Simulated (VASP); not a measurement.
# LiCl (I4/mmm) in VASP: a series of runs

The runs below take LiCl through single point, with r2SCAN.

Everything below comes from runs of VASP 6.6.1. Logs are shortened: lines on timing, memory, paths and dates and some standing lists are left out, and cuts for length are marked.

## Step 1: The cell of the first run

Symmetry: I4/mmm, No. 139, tetragonal system. Conventional cell: a = 3.682 Å, b = 3.682 Å, c = 4.976 Å, α = 90.00°, β = 90.00°, γ = 90.00°. Li (site symmetry 4/mmm) has 6 Cl at 2.49 to 2.60 Å within 3.3 Å. Cl (site symmetry 4/mmm) has 6 Li at 2.49 to 2.60 Å within 3.3 Å.

## Step 2: Single point, r2SCAN (strain +0.015 along x and y, -0.030 along z)

The input, POSCAR:

```
LiCl
1.0
    0.0000000000      2.6032314000      2.4878172000
    2.6032314000      0.0000000000      2.4878172000
    2.6032314000      2.6032314000      0.0000000000
Li Cl
1 1
Direct
    0.0000000000      0.0000000000      0.0000000000
    0.5000000000      0.5000000000      0.5000000000
```

The input, INCAR.step1:

```
SYSTEM = LiCl
ALGO = Normal ; EDIFF = 1E-4
ENCUT = 520 ; GGA = PE
ISMEAR = 0 ; LASPH = .TRUE.
LCHARG = .FALSE. ; LREAL = .FALSE.
LWAVE = .TRUE. ; NBANDS = 12
NELM = 80 ; PREC = Accurate
SIGMA = 0.05
```

The input, INCAR.step2:

```
SYSTEM = LiCl
ALGO = Normal ; EDIFF = 1E-6
ENCUT = 520 ; ISIF = 2
ISMEAR = 0 ; ISTART = 1
LASPH = .TRUE. ; LCHARG = .TRUE.
LELF = .TRUE. ; LMIXTAU = .TRUE.
LREAL = .FALSE. ; LVHAR = .TRUE.
LWAVE = .FALSE. ; METAGGA = R2SCAN
NBANDS = 12 ; NELM = 80
PREC = Accurate ; SIGMA = 0.05
```

The input, KPOINTS:

```
k-points
0
G
  8 8 8
  0 0 0
```

Potentials or basis: VASP PAW PBE potentials, release 64 (Li_sv, Cl).

On the command line:

```
$ cat potpaw_PBE.64/Li_sv/POTCAR potpaw_PBE.64/Cl/POTCAR > POTCAR
$ cp INCAR.step1 INCAR
$ mpirun -np 1 vasp_std > vasp.out
$ cp INCAR.step2 INCAR
$ mpirun -np 1 vasp_std > vasp.out
```

OUTCAR:

```text
SYSTEM = LiCl
   EDIFF = 1E-6
   ENCUT = 520
   ISIF = 2
   ISMEAR = 0
   ISTART = 1
   LASPH = .TRUE.
   LREAL = .FALSE.
   METAGGA = R2SCAN
   NELM = 80
   PREC = Accurate

 ion  position               nearest neighbor table
   1  0.000  0.000  0.000-   2 2.49   2 2.49   2 2.60   2 2.60   2 2.60   2 2.60
   2  0.500  0.500  0.500-   1 2.49   1 2.49   1 2.60   1 2.60   1 2.60   1 2.60

  LATTYP: Found a body centered tetragonal cell.
 ALAT       =     3.6815251519
 C/A-ratio  =     1.3515144389

  Lattice vectors:

 A1 = (   0.0000000000,  -2.6032314000,  -2.4878172000)
 A2 = (   0.0000000000,   2.6032314000,  -2.4878172000)
 A3 = (   2.6032314000,   0.0000000000,   2.4878172000)

Analysis of symmetry for initial positions (statically):
=====================================================================
 Subroutine PRICEL returns:
 Original cell was already a primitive cell.

 Routine SETGRP: Setting up the symmetry group for a
 body centered tetragonal supercell.

 Subroutine GETGRP returns: Found 16 space group operations
 (whereof 16 operations were pure point group operations)
 out of a pool of 16 trial point group operations.

The static configuration has the point symmetry D_4h.

Analysis of symmetry for dynamics (positions and initial velocities):
=====================================================================
 Subroutine PRICEL returns:
 Original cell was already a primitive cell.

 Routine SETGRP: Setting up the symmetry group for a
 body centered tetragonal supercell.

 Subroutine GETGRP returns: Found 16 space group operations
 (whereof 16 operations were pure point group operations)
 out of a pool of 16 trial point group operations.

The dynamic configuration has the point symmetry D_4h.

 Subroutine INISYM returns: Found 16 space group operations
 (whereof 16 operations are pure point group operations),
 and found     1 'primitive' translations

----------------------------------------------------------------------------------------

                                     Primitive cell

  volume of cell :      33.7189

  direct lattice vectors                    reciprocal lattice vectors
     0.000000000  2.603231400  2.487817200    -0.192068980  0.192068980  0.200979397
     2.603231400  0.000000000  2.487817200     0.192068980 -0.192068980  0.200979397
     2.603231400  2.603231400  0.000000000     0.192068980  0.192068980 -0.200979397

  length of vectors
     3.600839922  3.600839922  3.681525152     0.337895996  0.337895996  0.337895996

  position of ions in fractional coordinates (direct lattice)
[... 85 lines left out ...]
   ISIF   =      2    stress and relaxation
   ISYM   =      2    0-nonsym 1-usesym 2-fastsym
   POTIM  = 0.5000    time-step for ionic-motion
   TEBEG  =    0.0;   TEEND  =   0.0 temperature during run
   PSTRESS=    0.0 pullay stress
   NELECT =      10.0000    total number of electrons
   NUPDOWN=      -1.0000    fix difference up-down
   EMIN   =  10.00;   EMAX   =-10.00  energy-range for DOS
   EFERMI =   0.00;   METHOD = LEGACY
   ISMEAR =     0;   SIGMA  =   0.05  broadening in eV -4-tet -1-fermi 0-gaus
   EFERMI_NEDOS =   21; number of points for ismear=-14 and -15
   IALGO  =     38    algorithm
   IMIX   =      4    mixing-type and parameters
     AMIX     =   0.40;   BMIX     =  1.00
     AMIX_MAG =   1.60;   BMIX_MAG =  1.00
  volume/ion in A,a.u.               =      16.86       113.77
  Fermi-wavevector in a.u.,A,eV,Ry     =   1.091734  2.063078 16.216554  1.191883
  Thomas-Fermi vector in A             =   2.227985
   LORBIT       =      0    0 simple, 1 ext, 2 COOP (PROOUT), +10 PAW based schemes
   METAGGA = R2SCAN    functional components
   LHFCALC =     F    Hartree Fock is set to
   AEXX    =    0.0000 exact exchange contribution
   IVDW    =     0    specifies the selected vdW correction
   LEPSILON=     F    determine dielectric tensor
   LRPA    =     F    only Hartree local field effects (RPA)
 non-spin polarized calculation
 Gauss-broadening in eV      SIGMA  =   0.05
  energy-cutoff  :      520.00
  volume of cell :       33.72
 maximum number of plane-waves:       925
   NGX = 13   NGY = 13   NGZ = 13

 number of electron      10.0000008 magnetization

 Free energy of the ion-electron system (eV)
  ---------------------------------------------------
  ext. energy  EPLUGINS =         0.00000000
  ---------------------------------------------------
  free energy    TOTEN  =       -12.58134677 eV

  energy without entropy =      -12.58134677  energy(sigma->0) =      -12.58134677

 E-fermi :   0.5970     XC(G=0):  -9.1640

 val. band max:        0.2339115682   @ k =   0.0000   0.0000   0.0000
 cond. band min:       7.4867553488   @ k =   0.0000   0.0000   0.0000
 fundamental gap:      7.2528437806
 Fermi energy:         0.5970317933

 k-point     1 :       0.0000    0.0000    0.0000
  band No.  band energies     occupation
      1     -44.6148      2.00000
      2     -13.7962      2.00000
      3       0.0929      2.00000
      4       0.2339      2.00000
      5       0.2339      2.00000
      6       7.4868      0.00000
      7      12.7395      0.00000
      8      12.7395      0.00000
      9      13.1290      0.00000
     10      15.2229      0.00000
     11      15.7297      0.00000
     12      15.7297      0.00000
[... 331 lines left out ...]
 k-point    24 :       0.3750    0.0000    0.1250
  band No.  band energies     occupation
      1     -44.6126      2.00000
      2     -13.3237      2.00000
      3      -2.0065      2.00000
      4      -0.3085      2.00000
      5      -0.2276      2.00000
      6       8.6924      0.00000
      7      10.5154      0.00000
      8      11.8428      0.00000
      9      12.2730      0.00000
     10      15.5103      0.00000
     11      17.3145      0.00000
     12      18.3266      0.00000

 [... further k-points ...]
[... 5 lines left out ...]
  --------------------------------------------------------------------------------------
  -------------------------------------------------------------------------------------
  Total       -0.2636006     -0.2636006      0.1051432      0.0000000      0.0000000      0.0000000
  in kB      -12.5251511    -12.5251511      4.9959445      0.0000000      0.0000000      0.0000000
  external PRESSURE =      -6.6847859 kB  Pullay stress =       0.0000000 kB

 VOLUME and BASIS-vectors are now :
 -----------------------------------------------------------------------------
  energy-cutoff  :      520.00
  volume of cell :       33.72
      direct lattice vectors                 reciprocal lattice vectors
     0.000000000  2.603231400  2.487817200    -0.192068980  0.192068980  0.200979397
     2.603231400  0.000000000  2.487817200     0.192068980 -0.192068980  0.200979397
     2.603231400  2.603231400  0.000000000     0.192068980  0.192068980 -0.200979397

 POSITION                                       TOTAL-FORCE (eV/Angst)
 -----------------------------------------------------------------------------------
      0.00000      0.00000      0.00000        -0.000000      0.000000      0.000000
      2.60323      2.60323      2.48782         0.000000     -0.000000      0.000000
 -----------------------------------------------------------------------------------
    total drift:                                0.000000      0.000000      0.000000

  FREE ENERGIE OF THE ION-ELECTRON SYSTEM (eV)
  ---------------------------------------------------
  free  energy   TOTEN  =       -12.5813467683 eV

  energy  without entropy=      -12.5813467683  energy(sigma->0) =      -12.58134677
```

OUTCAR.step1:

```text
SYSTEM = LiCl
   EDIFF = 1E-4
   ENCUT = 520
   GGA = PE
   ISMEAR = 0
   LASPH = .TRUE.
   LREAL = .FALSE.
[... 581 lines left out ...]
      0.00000      0.00000      0.00000        -0.000000      0.000000      0.000000
      2.60323      2.60323      2.48782         0.000000     -0.000000     -0.000000
 -----------------------------------------------------------------------------------
    total drift:                                0.000000      0.000000      0.000000

  FREE ENERGIE OF THE ION-ELECTRON SYSTEM (eV)
  ---------------------------------------------------
  free  energy   TOTEN  =        -7.3806507174 eV

  energy  without entropy=       -7.3806507174  energy(sigma->0) =       -7.38065072
```

OSZICAR.step1:

```text
N       E                     dE             d eps       ncg     rms          rms(c)
DAV:   1     0.406140939537E+02    0.40614E+02   -0.41501E+03  1424   0.769E+02
DAV:   2    -0.502008442322E+01   -0.45634E+02   -0.44078E+02  1832   0.143E+02
DAV:   3    -0.739605199504E+01   -0.23760E+01   -0.23697E+01  1908   0.336E+01
DAV:   4    -0.744582596912E+01   -0.49774E-01   -0.49761E-01  1960   0.505E+00
DAV:   5    -0.744649819279E+01   -0.67222E-03   -0.67222E-03  1944   0.518E-01    0.239E+00
DAV:   6    -0.737477585078E+01    0.71722E-01   -0.15369E-01  1808   0.183E+00    0.170E+00
DAV:   7    -0.737647343971E+01   -0.16976E-02   -0.50121E-02  2140   0.117E+00    0.930E-01
DAV:   8    -0.738069422993E+01   -0.42208E-02   -0.65091E-03  1656   0.554E-01    0.157E-01
DAV:   9    -0.738065071743E+01    0.43513E-04   -0.20748E-04  1800   0.100E-01
   1 F= -.73806507E+01 E0= -.73806507E+01  d E =-.626418E-16
```

It took 1.9 min on 1 thread of Intel Xeon 8259CL, shared host; peak memory 0.17 GiB.

What came out:

- Free energy: -12.5813 eV
- Band gap on the k mesh: 7.25 eV

Caveat: the cell differs from its parent crystal (strain +0.015 along x and y, -0.030 along z); the cutoff is under 1.25 times the usual one of these potentials, so pressure, stress and relaxed cells hold a basis-set (Pulay) error; the PAW data sets were made with another functional, which shifts forces and pressure a little. A k mesh can miss the band edges.

(Continued in part 2 of 2.)
